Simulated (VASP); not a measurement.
SrAlO:

```xyz
6
Lattice="3.3917 0.0000 0.0000 -1.6959 2.9373 0.0000 0.0000 0.0000 10.9184" Properties=species:S:1:pos:R:3 pbc="T T T"
Sr    1.6959    0.9791    8.2630
Sr    0.0000    1.9582    2.8037
Al    0.0000    0.0000    5.3990
Al    0.0000    0.0000   10.8582
O     0.0000    1.9582    6.4786
O     1.6959    0.9791    1.0194
```

The cell was generated, and may not be a known phase.

* Program: VASP 6.6.1
* Task: relaxation of cell and atoms
* Functional: PBE
* Potentials or basis: VASP PAW PBE potentials, release 64 (Sr_sv, Al, O)
* Cutoff: 600 eV
* k mesh: 12 × 12 × 4
* Occupations: gaussian, width 0.1 eV
* Spin: no spin polarisation

At the start: pressure 0.3 GPa; volume 18.13 Å³/atom.

Task: Where does the relaxation end?

Result: Over 11 steps the energy falls by 3.2 meV/atom and the volume is 17.88 Å³/atom (-1.4 %); space group P6_3mc (No. 186, to 0.1 Å) before and after.

Step by step:
| step | energy change (eV) | largest force (eV/Å) | pressure (GPa) | volume (Å³) |
| --- | --- | --- | --- | --- |
| 1 | 0.0000 | 0.0770 | 0.27 | 108.77 |
| 2 | -0.0037 | 0.0750 | -0.12 | 109.25 |
| 3 | -0.0048 | 0.0754 | -0.46 | 109.68 |
| 4 | -0.0080 | 0.0785 | -0.29 | 109.12 |
| 5 | -0.0117 | 0.1453 | 0.25 | 107.46 |
| 6 | -0.0139 | 0.1206 | 0.22 | 107.28 |
| 7 | -0.0174 | 0.0467 | 0.18 | 106.72 |
| 8 | -0.0175 | 0.0335 | 0.18 | 106.60 |
| 9 | -0.0184 | 0.0250 | 0.03 | 107.00 |
| 10 | -0.0187 | 0.0200 | -0.12 | 107.42 |
| 11 | -0.0189 | 0.0032 | 0.03 | 107.26 |

Final structure:
```xyz
6
Lattice="3.3265 0.0000 0.0000 -1.6632 2.8808 0.0000 0.0000 0.0000 11.1928" Properties=species:S:1:pos:R:3 pbc="T T T"
Sr    1.6632    0.9603    8.5127
Sr    0.0000    1.9205    2.9163
Al    0.0000    0.0000    5.5677
Al    0.0000    0.0000   11.1641
O     0.0000    1.9205    6.5664
O     1.6632    0.9603    0.9700
```
